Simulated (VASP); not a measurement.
# Mg5Se (F-43m) in VASP: further runs, part 2 of 2

VASP 6.6.1. Earlier steps stand in the parts before.

**3. Single point, PBE**

This run uses another cell than the first one, of 23.32 Å³/atom, 1.277 times its volume.

INCAR

```
PREC = Accurate ; ENCUT = 520
EDIFF = 1E-6 ; ISMEAR = 0
SIGMA = 0.1 ; LREAL = F
LASPH = T ; NELM = 60
ALGO = Normal ; ISIF = 2
LWAVE = F ; LCHARG = F
GGA = PE ; NBANDS = 17
```

KPOINTS

```
regular mesh
0
Gamma
  4 4 4
```

POSCAR

```
Mg5Se
1.0
    0.0000000000      4.1204305425      4.1204305425
    4.1204305425      0.0000000000      4.1204305425
    4.1204305425      4.1204305425      0.0000000000
Mg Se
5 1
Direct
    0.1259118394      0.6246960535      0.6246960535
    0.6246960535      0.6246960535      0.6246960535
    0.6246960535      0.1259118394      0.6246960535
    0.6246960535      0.6246960535      0.1259118394
    0.2500000000      0.2500000000      0.2500000000
    0.0000000000      0.0000000000      0.0000000000
```

Potentials or basis: VASP PAW PBE potentials, release 64 (Mg, Se).

Command:

```bash
> cat potpaw_PBE.64/Mg/POTCAR potpaw_PBE.64/Se/POTCAR > POTCAR
> mpirun -np 1 vasp_std > vasp.out
```

OUTCAR:

```text
PREC = Accurate
   ENCUT = 520
   EDIFF = 1E-6
   ISMEAR = 0
   LREAL = F
   LASPH = T
   NELM = 60
   ISIF = 2
   GGA = PE

 ion  position               nearest neighbor table
   1  0.126  0.625  0.625-   2 2.91   3 2.91   4 2.91   3 2.92   4 2.92   2 2.92   5 3.42   5 3.42
                             5 3.42
   2  0.625  0.625  0.625-   1 2.91   3 2.91   4 2.91   1 2.92   3 2.92   4 2.92   5 3.42   5 3.42
                             5 3.42
   3  0.625  0.126  0.625-   1 2.91   2 2.91   4 2.91   1 2.92   4 2.92   2 2.92   5 3.42   5 3.42
                             5 3.42
   4  0.625  0.625  0.126-   1 2.91   2 2.91   3 2.91   3 2.92   1 2.92   2 2.92   5 3.42   5 3.42
                             5 3.42
   5  0.250  0.250  0.250-   1 3.42   3 3.42   4 3.42   2 3.42   2 3.42   2 3.42   1 3.42   1 3.42
                             4 3.42   3 3.42   3 3.42   4 3.42
   6  0.000  0.000  0.000-

  LATTYP: Found a face centered cubic cell.
 ALAT       =     8.2408610850

  Lattice vectors:

 A1 = (   0.0000000000,   4.1204305425,   4.1204305425)
 A2 = (   4.1204305425,   0.0000000000,   4.1204305425)
 A3 = (   4.1204305425,   4.1204305425,   0.0000000000)

Analysis of symmetry for initial positions (statically):
=====================================================================
 Subroutine PRICEL returns:
 Original cell was already a primitive cell.

 Routine SETGRP: Setting up the symmetry group for a
 face centered cubic supercell.

 Subroutine GETGRP returns: Found 24 space group operations
 (whereof 24 operations were pure point group operations)
 out of a pool of 48 trial point group operations.

The static configuration has the point symmetry T_d .

Analysis of symmetry for dynamics (positions and initial velocities):
=====================================================================
 Subroutine PRICEL returns:
 Original cell was already a primitive cell.

 Routine SETGRP: Setting up the symmetry group for a
 face centered cubic supercell.

 Subroutine GETGRP returns: Found 24 space group operations
 (whereof 24 operations were pure point group operations)
 out of a pool of 48 trial point group operations.

The dynamic configuration has the point symmetry T_d .

 Subroutine INISYM returns: Found 24 space group operations
 (whereof 24 operations are pure point group operations),
 and found     1 'primitive' translations

----------------------------------------------------------------------------------------

                                     Primitive cell

  volume of cell :     139.9129

  direct lattice vectors                    reciprocal lattice vectors
     0.000000000  4.120430543  4.120430543    -0.121346543  0.121346543  0.121346543
     4.120430543  0.000000000  4.120430543     0.121346543 -0.121346543  0.121346543
     4.120430543  4.120430543  0.000000000     0.121346543  0.121346543 -0.121346543

  length of vectors
     5.827168756  5.827168756  5.827168756     0.210178377  0.210178377  0.210178377

  position of ions in fractional coordinates (direct lattice)
     0.125911839  0.624696054  0.624696054
     0.624696054  0.624696054  0.624696054
     0.624696054  0.125911839  0.624696054
[... 42 lines left out ...]
  0.250000  0.000000  0.000000      8.000000
  0.500000  0.000000  0.000000      4.000000
  0.250000  0.250000  0.000000      6.000000
  0.500000  0.250000  0.000000     24.000000
 -0.250000  0.250000  0.000000     12.000000
  0.500000  0.500000  0.000000      3.000000
 -0.250000  0.500000  0.250000      6.000000
   k-points           NKPTS =      8   k-points in BZ     NKDIM =      8   number of bands    NBANDS=     17
   number of dos      NEDOS =    301   number of ions     NIONS =      6
   total plane-waves  NPLWV = 110592
   dimension x,y,z NGX =    48 NGY =   48 NGZ =   48
   dimension x,y,z NGXF=    96 NGYF=   96 NGZF=   96
   ions per type =               5   1
   NGX,Y,Z   is equivalent  to a cutoff of  13.69, 13.69, 13.69 a.u.
   NGXF,Y,Z  is equivalent  to a cutoff of  27.39, 27.39, 27.39 a.u.
 SYSTEM =  unknown system
   PREC   = accura    normal or accurate (medium, high low for compatibility)
   ISTART =      0    job   : 0-new  1-cont  2-samecut
   ICHARG =      2    charge: 1-file 2-atom 10-const
   ISPIN  =      1    spin polarized calculation?
   LNONCOLLINEAR =      F non collinear calculations
   LSORBIT =      F    spin-orbit coupling
   LASPH  =      T    aspherical Exc in radial PAW
   ENCUT  =  520.0 eV  38.22 Ry    6.18 a.u.  10.83 10.83 10.83*2*pi/ulx,y,z
   NELM   =     60;   NELMIN=  2; NELMDL= -5     # of ELM steps
   EDIFF  = 0.1E-05   stopping-criterion for ELM
   LREAL  =      F    real-space projection
   EDIFFG = 0.1E-04   stopping-criterion for IOM
   NSW    =      0    number of steps for IOM
   IBRION =     -1    ionic relax: 0-MD 1-quasi-New 2-CG
   NFREE  =      0    steps in history (QN), initial steepest desc. (CG)
   ISIF   =      2    stress and relaxation
   ISYM   =      2    0-nonsym 1-usesym 2-fastsym
   POTIM  = 0.5000    time-step for ionic-motion
   TEBEG  =    0.0;   TEEND  =   0.0 temperature during run
   PSTRESS=    0.0 pullay stress
   NELECT =      16.0000    total number of electrons
   NUPDOWN=      -1.0000    fix difference up-down
   EMIN   =  10.00;   EMAX   =-10.00  energy-range for DOS
   EFERMI =   0.00;   METHOD = LEGACY
   ISMEAR =     0;   SIGMA  =   0.10  broadening in eV -4-tet -1-fermi 0-gaus
   EFERMI_NEDOS =   21; number of points for ismear=-14 and -15
   IALGO  =     38    algorithm
   IMIX   =      4    mixing-type and parameters
     AMIX     =   0.40;   BMIX     =  1.00
     AMIX_MAG =   1.60;   BMIX_MAG =  1.00
  volume/ion in A,a.u.               =      23.32       157.36
  Fermi-wavevector in a.u.,A,eV,Ry     =   0.794625  1.501624  8.591112  0.631429
  Thomas-Fermi vector in A             =   1.900794
   LORBIT       =      0    0 simple, 1 ext, 2 COOP (PROOUT), +10 PAW based schemes
   GGA     = PE    functional components
   LHFCALC =     F    Hartree Fock is set to
   AEXX    =    0.0000 exact exchange contribution
   IVDW    =     0    specifies the selected vdW correction
   LEPSILON=     F    determine dielectric tensor
   LRPA    =     F    only Hartree local field effects (RPA)
 non-spin polarized calculation
 Gauss-broadening in eV      SIGMA  =   0.10
  energy-cutoff  :      520.00
  volume of cell :      139.91
 maximum number of plane-waves:      3812
 NGX is ok and might be reduce to    48
   NGX = 21   NGY = 21   NGZ = 21

 number of electron      16.0000001 magnetization

 Free energy of the ion-electron system (eV)
  ---------------------------------------------------
  ext. energy  EPLUGINS =         0.00000000
  ---------------------------------------------------
  free energy    TOTEN  =       -10.74837632 eV

  energy without entropy =      -10.72460966  energy(sigma->0) =      -10.73649299

 E-fermi :   2.8480     XC(G=0):  -8.6446

 val. band max:        2.7965104345   @ k =   0.5000   0.2500   0.0000
 cond. band min:       2.9560419263   @ k =   0.5000   0.2500   0.0000
 fundamental gap:      0.1595314918
 Fermi energy:         2.8480274672

 k-point     1 :       0.0000    0.0000    0.0000
  band No.  band energies     occupation
      1      -9.8779      2.00000
      2      -2.8391      2.00000
      3      -0.1508      2.00000
      4      -0.1508      2.00000
      5      -0.1508      2.00000
      6       1.5714      2.00000
[... 137 lines left out ...]
      4      -1.7356      2.00000
      5       0.4103      2.00000
      6       1.2970      2.00000
[... 9 lines left out ...]
     16       7.6110      0.00000
     17       7.7185      0.00000

------------------------ aborting loop because EDIFF is reached ----------------------------------------

  FORCE on cell =-STRESS in cart. coord.  units (eV):
  Direction    XX          YY          ZZ          XY          YZ          ZX
  --------------------------------------------------------------------------------------
  -------------------------------------------------------------------------------------
  Total        0.0996423      0.0996423      0.0996423     -0.0000000      0.0000000      0.0000000
  in kB        1.1410281      1.1410281      1.1410281     -0.0000000      0.0000000      0.0000000
  external PRESSURE =       1.1410281 kB  Pullay stress =       0.0000000 kB

 VOLUME and BASIS-vectors are now :
 -----------------------------------------------------------------------------
  energy-cutoff  :      520.00
  volume of cell :      139.91
      direct lattice vectors                 reciprocal lattice vectors
     0.000000000  4.120430543  4.120430543    -0.121346543  0.121346543  0.121346543
     4.120430543  0.000000000  4.120430543     0.121346543 -0.121346543  0.121346543
     4.120430543  4.120430543  0.000000000     0.121346543  0.121346543 -0.121346543

 POSITION                                       TOTAL-FORCE (eV/Angst)
 -----------------------------------------------------------------------------------
      5.14803      3.09283      3.09283         0.010567     -0.010567     -0.010567
      5.14803      5.14803      5.14803         0.010567      0.010567      0.010567
      3.09283      5.14803      3.09283        -0.010567      0.010567     -0.010567
      3.09283      3.09283      5.14803        -0.010567     -0.010567      0.010567
      2.06022      2.06022      2.06022        -0.000000     -0.000000     -0.000000
      0.00000      0.00000      0.00000        -0.000000     -0.000000     -0.000000
 -----------------------------------------------------------------------------------
    total drift:                               -0.000000     -0.000000     -0.000000

  FREE ENERGIE OF THE ION-ELECTRON SYSTEM (eV)
  ---------------------------------------------------
  free  energy   TOTEN  =       -10.7483763175 eV

  energy  without entropy=      -10.7246096586  energy(sigma->0) =      -10.73649299
```

stdout:

```text
POSCAR found type information on POSCAR MgSe
 POSCAR found :  2 types and       6 ions
 scaLAPACK will be used
 LDA part: xc-table for (Slater+PW92), standard interpolation
 POSCAR, INCAR and KPOINTS ok, starting setup
 FFT: planning ... GRIDC
 FFT: planning ... GRID_SOFT
 FFT: planning ... GRID
 WAVECAR not read
 entering main loop
```

Wall time 37 s (1 thread of Intel Xeon 6975P-C (Granite Rapids), shared host); peak memory 0.31 GiB.

Results:

```yaml
Free_energy: -10.7484 eV
Pressure: 0.1 GPa
Largest_force: 0.018 eV/Å
Band_gap_on_the_k_mesh: zero (band 8 reaches 3.51 eV, above the bottom of band 9 at 2.43 eV)
```

Forces in eV/Å, atoms in the order of the input:
```
Mg   0.011 -0.011 -0.011
Mg   0.011  0.011  0.011
Mg  -0.011  0.011 -0.011
Mg  -0.011 -0.011  0.011
Mg   0.000  0.000  0.000
Se   0.000  0.000  0.000
```

**4. Relaxation of cell and atoms, PBE**

INCAR

```
SYSTEM = Mg5Se
ALGO = Normal ; EDIFF = 1E-6
EDIFFG = -0.04 ; ENCUT = 600
GGA = PE ; IBRION = 2
ISIF = 3 ; ISMEAR = 0
LASPH = .TRUE. ; LCHARG = .FALSE.
LREAL = .FALSE. ; LWAVE = .FALSE.
NELM = 80 ; NSW = 90
PREC = Accurate ; SIGMA = 0.1
```

KPOINTS

```
k-points
0
G
  4 4 4
  0 0 0
```

POSCAR

```
Mg5Se
1.0
    0.0000000000      3.7982900700      3.7982900700
    3.7982900700      0.0000000000      3.7982900700
    3.7982900700      3.7982900700      0.0000000000
Mg Se
5 1
Direct
    0.1250000000      0.6250000000      0.6250000000
    0.6250000000      0.6250000000      0.6250000000
    0.6250000000      0.1250000000      0.6250000000
    0.6250000000      0.6250000000      0.1250000000
    0.2500000000      0.2500000000      0.2500000000
    0.0000000000      0.0000000000      0.0000000000
```

Command:

```bash
> cat potpaw_PBE.64/Mg/POTCAR potpaw_PBE.64/Se/POTCAR > POTCAR
> mpirun -np 1 vasp_std > vasp.out
```

Run time: 58 s. Hardware: 1 thread of Intel Xeon 6975P-C (Granite Rapids), shared host; peak memory 0.33 GiB.

It converged, with:

* Free energy: -10.7481 eV
* Relaxed volume: 23.49 Å³/atom
* Relaxed cell: a = 5.841 Å, b = 5.841 Å, c = 5.841 Å, α = 60.00°, β = 60.00°, γ = 60.00°
* Space group after relaxing (to 0.05 Å): F-43m (No. 216)
* Energy gained by relaxing: 184.9 meV/atom
* Ionic steps: 3
* Pressure after relaxing: -0.1 GPa
* Band gap on the k mesh: zero (band 8 reaches 3.46 eV, above the bottom of band 9 at 2.39 eV)

Step by step:
| step | energy change (eV) | largest force (eV/Å) | pressure (GPa) | volume (Å³) |
| --- | --- | --- | --- | --- |
| 1 | 0.0000 | 0.0770 | 14.16 | 109.60 |
| 2 | -1.1019 | 0.0150 | 0.82 | 137.26 |
| 3 | -1.1094 | 0.0199 | -0.14 | 140.93 |

Final structure:
```
Mg Se
1.0
     0.00000    4.13040    4.13040
     4.13040    0.00000    4.13040
     4.13040    4.13040    0.00000
Mg Se
5 1
Direct
  0.12594 0.62469 0.62469
  0.62469 0.62469 0.62469
  0.62469 0.12594 0.62469
  0.62469 0.62469 0.12594
  0.25000 0.25000 0.25000
  0.00000 0.00000 0.00000
```

Levels at points of the mesh, in eV from the Fermi level:
| k point | band 4 | band 5 | band 6 | band 7 | band 8 | band 9 | band 10 | band 11 | band 12 |
| --- | --- | --- | --- | --- | --- | --- | --- | --- | --- |
| (0.00, 0.00, 0.00) | -2.97 | -2.97 | -1.27 | -0.28 | -0.28 | -0.28 | 0.66 | 1.06 | 1.06 |
| (0.50, 0.00, 0.00) | -3.17 | -3.17 | -1.98 | -0.82 | -0.82 | -0.30 | 1.93 | 1.93 | 2.05 |
| (0.50, 0.50, 0.00) | -3.77 | -3.77 | -2.56 | -0.16 | 0.66 | 0.66 | 0.68 | 3.69 | 3.69 |

Caveat: the volume moved by over 15 % at a fixed basis, so the end points are rough.

**5. Single point, PBE**

This run uses another cell than the first one, of 23.53 Å³/atom, 1.288 times its volume.

INCAR

```
PREC     = Accurate       # precision mode
ENCUT    = 520            # plane-wave cutoff, eV
EDIFF    = 1E-6           # SCF threshold, eV
ISMEAR   = 0              # smearing method
SIGMA    = 0.1            # smearing width, eV
LREAL    = False          # projectors in reciprocal space
LASPH    = True           # aspherical terms in the spheres
NELM     = 100            # most SCF steps
ALGO     = Normal         # electronic algorithm
ISIF     = 2              # what is computed and relaxed
LWAVE    = False          # write WAVECAR
LCHARG   = False          # write CHGCAR
GGA      = PE             # functional
NBANDS   = 17             # bands
```

KPOINTS

```
regular mesh
0
Gamma
  8 8 8
```

POSCAR

```
Mg5Se
1.0
    0.0000000000      4.1327419140      4.1327419140
    4.1327419140      0.0000000000      4.1327419140
    4.1327419140      4.1327419140      0.0000000000
Mg Se
5 1
Direct
    0.3752168255      0.3752168255      0.8743495235
    0.3752168255      0.8743495235      0.3752168255
    0.8743495235      0.3752168255      0.3752168255
    0.3752168255      0.3752168255      0.3752168255
    0.7500000000      0.7500000000      0.7500000000
    0.0000000000      0.0000000000      0.0000000000
```

Command:

```bash
> cat potpaw_PBE.64/Mg/POTCAR potpaw_PBE.64/Se/POTCAR > POTCAR
> mpirun -np 1 vasp_std > vasp.out
```

It took 84 s on 1 thread of Intel Xeon 6975P-C (Granite Rapids), shared host; peak memory 0.34 GiB.

It converged, with:

| Property | Result |
| --- | --- |
| Free energy | -10.7253 eV |
| Pressure | -0.1 GPa |
| Largest force | 0.005 eV/Å |
| Band gap on the k mesh | zero (band 8 reaches 3.47 eV, above the bottom of band 9 at 2.25 eV) |

Forces on the atoms (eV/Å):
```
Mg   0.003  0.003 -0.003
Mg   0.003 -0.003  0.003
Mg  -0.003  0.003  0.003
Mg  -0.003 -0.003 -0.003
Mg   0.000  0.000  0.000
Se   0.000  0.000  0.000
```

Levels at points of the mesh, in eV from the Fermi level:
| k point | band 6 | band 7 | band 8 | band 9 | band 10 | band 11 |
| --- | --- | --- | --- | --- | --- | --- |
| (0.00, 0.00, 0.00) | -1.29 | -0.29 | -0.29 | -0.29 | 0.65 | 1.04 |
| (0.50, 0.00, 0.00) | -1.98 | -0.84 | -0.84 | -0.29 | 1.92 | 1.92 |
| (0.50, 0.50, 0.00) | -2.58 | -0.13 | 0.67 | 0.67 | 0.67 | 3.66 |

**6. Relaxation of cell and atoms, PBE**

This run uses another cell than the first one, of 23.32 Å³/atom, 1.277 times its volume.

INCAR

```
SYSTEM = Mg5Se
ALGO     = Normal         ! electronic algorithm
EDIFF    = 1E-6           ! SCF threshold, eV
EDIFFG   = -0.01          ! ionic threshold
ENCUT    = 600            ! plane-wave cutoff, eV
GGA      = PE             ! functional
IBRION   = 2              ! ionic algorithm
ISIF     = 3              ! what is computed and relaxed
ISMEAR   = 0              ! smearing method
LASPH    = .TRUE.         ! aspherical terms in the spheres
LCHARG   = .FALSE.        ! write CHGCAR
LREAL    = .FALSE.        ! projectors in reciprocal space
LWAVE    = .FALSE.        ! write WAVECAR
NELM     = 100            ! most SCF steps
NSW      = 100            ! ionic steps
PREC     = Accurate       ! precision mode
SIGMA    = 0.1            ! smearing width, eV
```

KPOINTS

```
k-points
0
G
  8 8 8
  0 0 0
```

POSCAR

```
Mg5Se
1.0
    0.0000000000      4.1204305425      4.1204305425
    4.1204305425      0.0000000000      4.1204305425
    4.1204305425      4.1204305425      0.0000000000
Mg Se
5 1
Direct
    0.3753039465      0.3753039465      0.8740881606
    0.3753039465      0.8740881606      0.3753039465
    0.8740881606      0.3753039465      0.3753039465
    0.3753039465      0.3753039465      0.3753039465
    0.7500000000      0.7500000000      0.7500000000
    0.0000000000      0.0000000000      0.0000000000
```

Potentials or basis: VASP PAW PBE potentials, release 64 (Mg, Se).

Command:

```bash
> cat potpaw_PBE.64/Mg/POTCAR potpaw_PBE.64/Se/POTCAR > POTCAR
> mpirun -np 1 vasp_std > vasp.out
```

Wall time 98 s (1 thread of Intel Xeon 6975P-C (Granite Rapids), shared host); peak memory 0.36 GiB.

It converged, with:

| Property | Result |
| --- | --- |
| Free energy | -10.7256 eV |
| Relaxed volume | 23.43 Å³/atom |
| Relaxed cell | a = 5.836 Å, b = 5.836 Å, c = 5.836 Å, α = 60.00°, β = 60.00°, γ = 60.00° |
| Space group after relaxing (to 0.05 Å) | F-43m (No. 216) |
| Energy gained by relaxing | 0.1 meV/atom |
| Ionic steps | 2 |
| Pressure after relaxing | 0.1 GPa |
| Largest force after relaxing | 0.007 eV/Å |
| Band gap on the k mesh | zero (band 8 reaches 3.50 eV, above the bottom of band 9 at 2.28 eV) |

Forces in eV/Å, atoms in the order of the input:
```
Mg   0.004  0.004 -0.004
Mg   0.004 -0.004  0.004
Mg  -0.004  0.004  0.004
Mg  -0.004 -0.004 -0.004
Mg   0.000  0.000  0.000
Se   0.000  0.000  0.000
```

Step by step:
```csv
step,energy change (eV),largest force (eV/Å),pressure (GPa),volume (Å³)
1,0.0000,0.0244,0.22,139.91
2,-0.0006,0.0069,0.05,140.58
```

Final structure:
```xyz
6
Lattice="0.0000 4.1269 4.1269 4.1269 0.0000 4.1269 4.1269 4.1269 0.0000" Properties=species:S:1:pos:R:3 pbc="T T T"
Mg    5.1568    5.1568    3.0970
Mg    5.1568    3.0970    5.1568
Mg    3.0970    5.1568    5.1568
Mg    3.0970    3.0970    3.0970
Mg    6.1904    6.1904    6.1904
Se    4.1269    0.0000    4.1269
```

Levels at points of the mesh, in eV from the Fermi level:
| k point | band 4 | band 5 | band 6 | band 7 | band 8 | band 9 | band 10 | band 11 | band 12 |
| --- | --- | --- | --- | --- | --- | --- | --- | --- | --- |
| (0.00, 0.00, 0.00) | -2.95 | -2.95 | -1.30 | -0.30 | -0.30 | -0.30 | 0.65 | 1.05 | 1.05 |
| (0.50, 0.00, 0.00) | -3.16 | -3.16 | -1.99 | -0.84 | -0.84 | -0.29 | 1.92 | 1.92 | 2.05 |
| (0.50, 0.50, 0.00) | -3.77 | -3.77 | -2.58 | -0.13 | 0.67 | 0.67 | 0.68 | 3.67 | 3.69 |

**7. Summary**

| task | cell | k mesh | cutoff (eV) | gap on the mesh (eV) | pressure (GPa) | relaxed volume (Å³/atom) | largest force (eV/Å) |
| --- | --- | --- | --- | --- | --- | --- | --- |
| single point | a = 5.372 Å, angles 60.0°, 6 atoms | 4 × 4 × 4 | 520 | none | 14.2 | - | - |
| single point | a = 5.827 Å, angles 60.0°, 6 atoms | 4 × 4 × 4 | 520 | none | 0.1 | - | 0.02 |
| relaxation of cell and atoms | relaxed from a = 5.372 Å, angles 60.0°, 6 atoms | 4 × 4 × 4 | 600 | none | -0.1 | 23.49 | - |
| single point | a = 5.845 Å, angles 60.0°, 6 atoms | 8 × 8 × 8 | 520 | none | -0.1 | - | 0.01 |
| relaxation of cell and atoms | relaxed from a = 5.827 Å, angles 60.0°, 6 atoms | 8 × 8 × 8 | 600 | none | 0.1 | 23.43 | 0.01 |

Alike in all rows: level PBE; potentials or basis VASP PAW PBE potentials, release 64 (Mg, Se); no spin polarisation; smearing gaussian 0.1 eV.

Caveats: the volume moved by over 15 % at a fixed basis, so the end points are rough (some runs).

Total energies depend on the potentials used, so only differences within one code and one set of settings carry meaning.
